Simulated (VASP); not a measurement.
# Si (Fd-3m) in VASP: notebook

The runs below take Si through single point, with LDA.

Everything below comes from runs of VASP 6.6.1. Logs are shortened: lines on timing, memory, paths and dates and some standing lists are left out, and cuts for length are marked.

### 1 The cell of the first run

Symmetry: Fd-3m, No. 227, cubic system. The conventional cell has a = 5.402 Å, b = 5.402 Å, c = 5.402 Å, α = 90.00°, β = 90.00°, γ = 90.00°. Within 3.1 Å of Si (site symmetry -43m) lie 4 Si at 2.34 Å.

### 2 Single point, LDA

INCAR

```
SYSTEM = Si
PREC     = Accurate       ! precision mode
ENCUT    = 500            ! plane-wave cutoff, eV
EDIFF    = 1E-6           ! SCF threshold, eV
ISMEAR   = 0              ! smearing method
SIGMA    = 0.02           ! smearing width, eV
LREAL    = .FALSE.        ! projectors in reciprocal space
LASPH    = .TRUE.         ! aspherical terms in the spheres
NELM     = 120            ! most SCF steps
ALGO     = Normal         ! electronic algorithm
ISIF     = 2              ! what is computed and relaxed
LWAVE    = .FALSE.        ! write WAVECAR
LCHARG   = .TRUE.         ! write CHGCAR
GGA      = CA             ! functional
LELF     = .TRUE.         ! ELF
LVHAR    = .TRUE.       
NBANDS   = 11             ! bands
GGA_COMPAT= .FALSE.
```

KPOINTS

```
regular mesh
0
G
  8 8 8
  0 0 0
```

POSCAR

```
Si
1.0
    0.0000000000      2.7010435062      2.7010435062
    2.7010435062      0.0000000000      2.7010435062
    2.7010435062      2.7010435062      0.0000000000
Si
2
Direct
    0.0000000000      0.0000000000      0.0000000000
    0.2500000000      0.2500000000      0.2500000000
```

Potentials or basis: VASP PAW LDA potentials, release 64 (Si).

On the command line:

```sh
cat potpaw_LDA.64/Si/POTCAR > POTCAR
mpirun -np 1 vasp_std > vasp.out
```

OUTCAR:

```text
SYSTEM = Si
   PREC = Accurate
   ENCUT = 500
   EDIFF = 1E-6
   ISMEAR = 0
   LREAL = .FALSE.
   LASPH = .TRUE.
   NELM = 120
   ISIF = 2
   GGA = CA

 ion  position               nearest neighbor table
   1  0.000  0.000  0.000-   2 2.34   2 2.34   2 2.34   2 2.34
   2  0.250  0.250  0.250-   1 2.34   1 2.34   1 2.34   1 2.34

  LATTYP: Found a face centered cubic cell.
 ALAT       =     5.4020870124

  Lattice vectors:

 A1 = (   0.0000000000,   2.7010435062,   2.7010435062)
 A2 = (   2.7010435062,   0.0000000000,   2.7010435062)
 A3 = (   2.7010435062,   2.7010435062,   0.0000000000)

Analysis of symmetry for initial positions (statically):
=====================================================================
 Subroutine PRICEL returns:
 Original cell was already a primitive cell.

 Routine SETGRP: Setting up the symmetry group for a
 face centered cubic supercell.

 Subroutine GETGRP returns: Found 48 space group operations
 (whereof 24 operations were pure point group operations)
 out of a pool of 48 trial point group operations.

The static configuration has the point symmetry T_d .
 The point group associated with its full space group is O_h .

Analysis of symmetry for dynamics (positions and initial velocities):
=====================================================================
 Subroutine PRICEL returns:
 Original cell was already a primitive cell.

 Routine SETGRP: Setting up the symmetry group for a
 face centered cubic supercell.

 Subroutine GETGRP returns: Found 48 space group operations
 (whereof 24 operations were pure point group operations)
 out of a pool of 48 trial point group operations.

The dynamic configuration has the point symmetry T_d .
 The point group associated with its full space group is O_h .

 Subroutine INISYM returns: Found 48 space group operations
 (whereof 24 operations are pure point group operations),
 and found     1 'primitive' translations

----------------------------------------------------------------------------------------

                                     Primitive cell

  volume of cell :      39.4117

  direct lattice vectors                    reciprocal lattice vectors
     0.000000000  2.701043506  2.701043506    -0.185113642  0.185113642  0.185113642
     2.701043506  0.000000000  2.701043506     0.185113642 -0.185113642  0.185113642
     2.701043506  2.701043506  0.000000000     0.185113642  0.185113642 -0.185113642

  length of vectors
     3.819852359  3.819852359  3.819852359     0.320626233  0.320626233  0.320626233

  position of ions in fractional coordinates (direct lattice)
[... 83 lines left out ...]
   IBRION =     -1    ionic relax: 0-MD 1-quasi-New 2-CG
   NFREE  =      0    steps in history (QN), initial steepest desc. (CG)
   ISIF   =      2    stress and relaxation
   ISYM   =      2    0-nonsym 1-usesym 2-fastsym
   POTIM  = 0.5000    time-step for ionic-motion
   TEBEG  =    0.0;   TEEND  =   0.0 temperature during run
   PSTRESS=    0.0 pullay stress
   NELECT =       8.0000    total number of electrons
   NUPDOWN=      -1.0000    fix difference up-down
   EMIN   =  10.00;   EMAX   =-10.00  energy-range for DOS
   EFERMI =   0.00;   METHOD = LEGACY
   ISMEAR =     0;   SIGMA  =   0.02  broadening in eV -4-tet -1-fermi 0-gaus
   EFERMI_NEDOS =   21; number of points for ismear=-14 and -15
   IALGO  =     38    algorithm
   IMIX   =      4    mixing-type and parameters
     AMIX     =   0.40;   BMIX     =  1.00
     AMIX_MAG =   1.60;   BMIX_MAG =  1.00
  volume/ion in A,a.u.               =      19.71       132.98
  Fermi-wavevector in a.u.,A,eV,Ry     =   0.962121  1.818146 12.594611  0.925678
  Thomas-Fermi vector in A             =   2.091553
   LORBIT       =      0    0 simple, 1 ext, 2 COOP (PROOUT), +10 PAW based schemes
   GGA     = CA    functional components
   LHFCALC =     F    Hartree Fock is set to
   AEXX    =    0.0000 exact exchange contribution
   IVDW    =     0    specifies the selected vdW correction
   LEPSILON=     F    determine dielectric tensor
   LRPA    =     F    only Hartree local field effects (RPA)
 non-spin polarized calculation
 Gauss-broadening in eV      SIGMA  =   0.02
  energy-cutoff  :      500.00
  volume of cell :       39.41
 maximum number of plane-waves:      1012
   NGX = 13   NGY = 13   NGZ = 13

 number of electron       8.0000001 magnetization

 Free energy of the ion-electron system (eV)
  ---------------------------------------------------
  ext. energy  EPLUGINS =         0.00000000
  ---------------------------------------------------
  free energy    TOTEN  =       -11.91552822 eV

  energy without entropy =      -11.91552822  energy(sigma->0) =      -11.91552822

 E-fermi :   6.0806     XC(G=0):  -9.6648

 val. band max:        5.9342403230   @ k =   0.0000   0.0000   0.0000
 cond. band min:       6.4236993933   @ k =   0.3750   0.3750   0.0000
 fundamental gap:      0.4894590703
 Fermi energy:         6.0805773431

 k-point     1 :       0.0000    0.0000    0.0000
  band No.  band energies     occupation
      1      -6.1323      2.00000
      2       5.9342      2.00000
      3       5.9342      2.00000
      4       5.9342      2.00000
      5       8.4643      0.00000
      6       8.4643      0.00000
      7       8.4643      0.00000
      8       9.3255      0.00000
      9      13.6693      0.00000
     10      13.6693      0.00000
     11      13.6781      0.00000
[... 309 lines left out ...]
 k-point    24 :      -0.3750    0.2500    0.1250
  band No.  band energies     occupation
      1      -3.2090      2.00000
      2      -0.9225      2.00000
      3       2.4188      2.00000
      4       3.7326      2.00000
      5       8.9542      0.00000
      6       8.9738      0.00000
      7      11.8263      0.00000
      8      13.0025      0.00000
      9      13.3018      0.00000
     10      16.4672      0.00000
     11      17.6277      0.00000

 [... further k-points ...]
[... 5 lines left out ...]
  --------------------------------------------------------------------------------------
  -------------------------------------------------------------------------------------
  Total        0.0117114      0.0117114      0.0117114     -0.0000000      0.0000000      0.0000000
  in kB        0.4760981      0.4760981      0.4760981     -0.0000000      0.0000000      0.0000000
  external PRESSURE =       0.4760981 kB  Pullay stress =       0.0000000 kB

 VOLUME and BASIS-vectors are now :
 -----------------------------------------------------------------------------
  energy-cutoff  :      500.00
  volume of cell :       39.41
      direct lattice vectors                 reciprocal lattice vectors
     0.000000000  2.701043506  2.701043506    -0.185113642  0.185113642  0.185113642
     2.701043506  0.000000000  2.701043506     0.185113642 -0.185113642  0.185113642
     2.701043506  2.701043506  0.000000000     0.185113642  0.185113642 -0.185113642

 POSITION                                       TOTAL-FORCE (eV/Angst)
 -----------------------------------------------------------------------------------
      0.00000      0.00000      0.00000        -0.000000     -0.000000     -0.000000
      1.35052      1.35052      1.35052         0.000000      0.000000      0.000000
 -----------------------------------------------------------------------------------
    total drift:                                0.000000      0.000000     -0.000000

  FREE ENERGIE OF THE ION-ELECTRON SYSTEM (eV)
  ---------------------------------------------------
  free  energy   TOTEN  =       -11.9155282166 eV

  energy  without entropy=      -11.9155282166  energy(sigma->0) =      -11.91552822
```

OSZICAR:

```text
N       E                     dE             d eps       ncg     rms          rms(c)
DAV:   1     0.523656598357E+01    0.52366E+01   -0.30473E+03   638   0.539E+02
DAV:   2    -0.116348377700E+02   -0.16871E+02   -0.16131E+02   875   0.840E+01
DAV:   3    -0.121835970768E+02   -0.54876E+00   -0.54628E+00   817   0.126E+01
DAV:   4    -0.121882071561E+02   -0.46101E-02   -0.46095E-02   775   0.147E+00
DAV:   5    -0.121882517057E+02   -0.44550E-04   -0.44549E-04   797   0.132E-01    0.511E+00
DAV:   6    -0.120002859554E+02    0.18797E+00   -0.10977E-01   724   0.131E+00    0.306E+00
DAV:   7    -0.119153653767E+02    0.84921E-01   -0.19354E-01   713   0.180E+00    0.243E-01
DAV:   8    -0.119155453398E+02   -0.17996E-03   -0.80227E-03   719   0.491E-01    0.826E-02
DAV:   9    -0.119155234738E+02    0.21866E-04   -0.20674E-04   806   0.778E-02    0.630E-02
DAV:  10    -0.119155284085E+02   -0.49348E-05   -0.15569E-05   738   0.229E-02    0.266E-02
DAV:  11    -0.119155282166E+02    0.19193E-06   -0.95305E-07   484   0.513E-03
   1 F= -.11915528E+02 E0= -.11915528E+02  d E =-.371349E-27
```

stdout:

```text
POSCAR found type information on POSCAR Si
 POSCAR found :  1 types and       2 ions
 scaLAPACK will be used
 LDA part: xc-table for (Slater(with rela. corr.)+CA(PZ))
 , standard interpolation
 POSCAR, INCAR and KPOINTS ok, starting setup
 FFT: planning ... GRIDC
 FFT: planning ... GRID_SOFT
 FFT: planning ... GRID
 WAVECAR not read
 entering main loop
```

Run time: 15 s. Hardware: 1 thread of Intel Xeon 8259CL, shared host; peak memory 0.13 GiB.

What came out:

- Free energy: -11.9155 eV
- Pressure: 0.0 GPa
- Band gap on the k mesh: 0.49 eV (least direct gap 2.53 eV)

Levels at points of the mesh, in eV from the valence-band top:
```
           k point  band 1  band 2  band 3  band 4  band 5  band 6  band 7  band 8
(0.00, 0.00, 0.00)  -12.07    0.00    0.00    0.00    2.53    2.53    2.53    3.39
(0.50, 0.00, 0.00)   -9.69   -7.07   -1.21   -1.21    1.49    3.28    3.28    7.54
(0.50, 0.50, 0.00)   -7.87   -7.87   -2.89   -2.89    0.57    0.57   10.11   10.11
```

A k mesh can miss the band edges.

### 3 Single point, LDA

INCAR

```
PREC = Accurate
ENCUT = 500
EDIFF = 1E-6
ISMEAR = 0
SIGMA = 0.02
LREAL = F
LASPH = T
NELM = 120
ALGO = Normal
ISIF = 2
LWAVE = F
LCHARG = T
GGA = CA
LELF = T
LVHAR = T
NBANDS = 11
GGA_COMPAT = F
```

KPOINTS

```
regular mesh
0
Gamma
  10 10 10
```

POSCAR is that of step 2.

Potentials or basis: VASP PAW LDA potentials, release 64 (Si).

On the command line:

```sh
cat potpaw_LDA.64/Si/POTCAR > POTCAR
mpirun -np 1 vasp_std > vasp.out
```

OUTCAR:

```text
PREC = Accurate
   ENCUT = 500
   EDIFF = 1E-6
   ISMEAR = 0
   LREAL = F
   LASPH = T
   NELM = 120
   ISIF = 2
   GGA = CA

 ion  position               nearest neighbor table
   1  0.000  0.000  0.000-   2 2.34   2 2.34   2 2.34   2 2.34
   2  0.250  0.250  0.250-   1 2.34   1 2.34   1 2.34   1 2.34

  LATTYP: Found a face centered cubic cell.
 ALAT       =     5.4020870124

  Lattice vectors:

 A1 = (   0.0000000000,   2.7010435062,   2.7010435062)
 A2 = (   2.7010435062,   0.0000000000,   2.7010435062)
 A3 = (   2.7010435062,   2.7010435062,   0.0000000000)

Analysis of symmetry for initial positions (statically):
=====================================================================
 Subroutine PRICEL returns:
 Original cell was already a primitive cell.

 Routine SETGRP: Setting up the symmetry group for a
 face centered cubic supercell.

 Subroutine GETGRP returns: Found 48 space group operations
 (whereof 24 operations were pure point group operations)
 out of a pool of 48 trial point group operations.

The static configuration has the point symmetry T_d .
 The point group associated with its full space group is O_h .

Analysis of symmetry for dynamics (positions and initial velocities):
=====================================================================
 Subroutine PRICEL returns:
 Original cell was already a primitive cell.

 Routine SETGRP: Setting up the symmetry group for a
 face centered cubic supercell.

 Subroutine GETGRP returns: Found 48 space group operations
 (whereof 24 operations were pure point group operations)
 out of a pool of 48 trial point group operations.

The dynamic configuration has the point symmetry T_d .
 The point group associated with its full space group is O_h .

 Subroutine INISYM returns: Found 48 space group operations
 (whereof 24 operations are pure point group operations),
 and found     1 'primitive' translations

----------------------------------------------------------------------------------------

                                     Primitive cell
[... 114 lines left out ...]
  Thomas-Fermi vector in A             =   2.091553
   LORBIT       =      0    0 simple, 1 ext, 2 COOP (PROOUT), +10 PAW based schemes
   GGA     = CA    functional components
   LHFCALC =     F    Hartree Fock is set to
   AEXX    =    0.0000 exact exchange contribution
   IVDW    =     0    specifies the selected vdW correction
   LEPSILON=     F    determine dielectric tensor
   LRPA    =     F    only Hartree local field effects (RPA)
 non-spin polarized calculation
 Gauss-broadening in eV      SIGMA  =   0.02
  energy-cutoff  :      500.00
  volume of cell :       39.41
 maximum number of plane-waves:      1012
   NGX = 13   NGY = 13   NGZ = 13

 number of electron       8.0000001 magnetization

 Free energy of the ion-electron system (eV)
  ---------------------------------------------------
  ext. energy  EPLUGINS =         0.00000000
  ---------------------------------------------------
  free energy    TOTEN  =       -11.91904521 eV

  energy without entropy =      -11.91904521  energy(sigma->0) =      -11.91904521

 E-fermi :   6.0952     XC(G=0):  -9.6653

 val. band max:        5.9327251580   @ k =   0.0000   0.0000   0.0000
 cond. band min:       6.3853529942   @ k =   0.4000   0.4000   0.0000
 fundamental gap:      0.4526278363
 Fermi energy:         6.0951749136

 k-point     1 :       0.0000    0.0000    0.0000
  band No.  band energies     occupation
      1      -6.1334      2.00000
      2       5.9327      2.00000
      3       5.9327      2.00000
      4       5.9327      2.00000
      5       8.4635      0.00000
      6       8.4635      0.00000
      7       8.4635      0.00000
      8       9.3241      0.00000
      9      13.6686      0.00000
     10      13.6686      0.00000
     11      13.6777      0.00000
[... 309 lines left out ...]
 k-point    24 :       0.4000    0.3000    0.0000
  band No.  band energies     occupation
      1      -3.9405      2.00000
      2       0.4905      2.00000
      3       3.0186      2.00000
      4       3.4609      2.00000
      5       6.8703      0.00000
      6       8.0645      0.00000
      7      12.8821      0.00000
      8      12.9974      0.00000
      9      16.4382      0.00000
     10      16.7227      0.00000
     11      18.0306      0.00000

 [... further k-points ...]
[... 5 lines left out ...]
  --------------------------------------------------------------------------------------
  -------------------------------------------------------------------------------------
  Total        0.0097250      0.0097250      0.0097250      0.0000000     -0.0000000     -0.0000000
  in kB        0.3953462      0.3953462      0.3953462      0.0000000     -0.0000000     -0.0000000
  external PRESSURE =       0.3953462 kB  Pullay stress =       0.0000000 kB

 VOLUME and BASIS-vectors are now :
 -----------------------------------------------------------------------------
  energy-cutoff  :      500.00
  volume of cell :       39.41
      direct lattice vectors                 reciprocal lattice vectors
     0.000000000  2.701043506  2.701043506    -0.185113642  0.185113642  0.185113642
     2.701043506  0.000000000  2.701043506     0.185113642 -0.185113642  0.185113642
     2.701043506  2.701043506  0.000000000     0.185113642  0.185113642 -0.185113642

 POSITION                                       TOTAL-FORCE (eV/Angst)
 -----------------------------------------------------------------------------------
      0.00000      0.00000      0.00000         0.000000     -0.000000     -0.000000
      1.35052      1.35052      1.35052        -0.000000      0.000000      0.000000
 -----------------------------------------------------------------------------------
    total drift:                                0.000000      0.000000     -0.000000

  FREE ENERGIE OF THE ION-ELECTRON SYSTEM (eV)
  ---------------------------------------------------
  free  energy   TOTEN  =       -11.9190452068 eV

  energy  without entropy=      -11.9190452068  energy(sigma->0) =      -11.91904521
```

Run time: 22 s. Hardware: 1 thread of Intel Xeon 8259CL, shared host; peak memory 0.14 GiB.

What came out:

```
Free energy            : -11.9190 eV
Pressure               : 0.0 GPa
Band gap on the k mesh : 0.45 eV (least direct gap 2.53 eV)
```

A k mesh can miss the band edges.

### 4 Single point, LDA

INCAR

```
ALGO = Normal
EDIFF = 1E-6
ENCUT = 500
GGA_COMPAT = F
ISIF = 2
ISMEAR = 0
LASPH = T
LCHARG = T
LELF = T
LREAL = F
LVHAR = T
LWAVE = F
NBANDS = 11
NELM = 120
PREC = Accurate
SIGMA = 0.01
```

KPOINTS

```
k-points
0
Gamma
  10 10 10
```

POSCAR is that of step 3.

On the command line:

```sh
cat potpaw_LDA.64/Si/POTCAR > POTCAR
mpirun -np 1 vasp_std > vasp.out
```

Wall time 24 s (1 thread of Intel Xeon 8259CL, shared host); peak memory 0.14 GiB.

The run converged. Its results:

```
Free energy            : -11.9190 eV
Pressure               : 0.0 GPa
Band gap on the k mesh : 0.45 eV (least direct gap 2.53 eV)
```

Levels at points of the mesh, in eV from the valence-band top:
```tsv
k point	band 1	band 2	band 3	band 4	band 5	band 6	band 7	band 8
(0.00, 0.00, 0.00)	-12.07	0.00	0.00	0.00	2.53	2.53	2.53	3.39
(0.50, 0.00, 0.00)	-9.69	-7.06	-1.21	-1.21	1.49	3.29	3.29	7.54
(0.50, 0.50, 0.00)	-7.86	-7.86	-2.89	-2.89	0.57	0.57	10.11	10.11
```

### 5 Overview

```tsv
k mesh	smearing	gap on the mesh (eV)	pressure (GPa)
8 × 8 × 8	gaussian 0.02 eV	0.49	0.0
10 × 10 × 10	gaussian 0.02 eV	0.45	0.0
10 × 10 × 10	gaussian 0.01 eV	0.45	0.0
```

Alike in all rows: task single point; level LDA; potentials or basis VASP PAW LDA potentials, release 64 (Si); no spin polarisation; cell a = 3.820 Å, angles 60.0°, 2 atoms; cutoff (eV) 500.

Absolute energies hang on the potentials; compare differences alone.
